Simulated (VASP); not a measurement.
Al, 1 atom in the cell. It takes space group Fm-3m (No. 225, cubic). The conventional cell has a = 3.948 Å, b = 3.948 Å, c = 3.948 Å, α = 90.00°, β = 90.00°, γ = 90.00°. Within 3.7 Å of Al (site symmetry m-3m) lie 12 Al at 2.79 Å.  This cell differs from its parent crystal: volume scaled by 0.92.

* Program: VASP 6.6.1
* Task: single point
* Functional: revPBE
* Potentials or basis: VASP PAW PBE potentials, release 64 (Al)
* Cutoff: 520 eV
* k mesh: 22 × 22 × 22
* Occupations: fermi-dirac, width 0.1 eV
* Spin: no spin polarisation
* Dipole correction: no
* Further INCAR settings: ALGO = Normal; EDIFF = 1e-06; NBANDS = 8

Potentials or basis: VASP PAW PBE potentials, release 64 (Al).

Command:

```sh
$ cat potpaw_PBE.64/Al/POTCAR > POTCAR
$ mpirun -np 1 vasp_std > vasp.out
```

Hardware: 1 thread of Intel(R) Xeon(R) Platinum 8375C CPU @ 2.90GHz (Ice Lake), on a shared host.

Task: How long does it take, and how much memory?

Result: Wall time 17 s on 1 thread of Intel(R) Xeon(R) Platinum 8375C CPU @ 2.90GHz (Ice Lake), on a shared host, peak memory 0.15 GiB. Counts: scf iterations 10, k points 328.
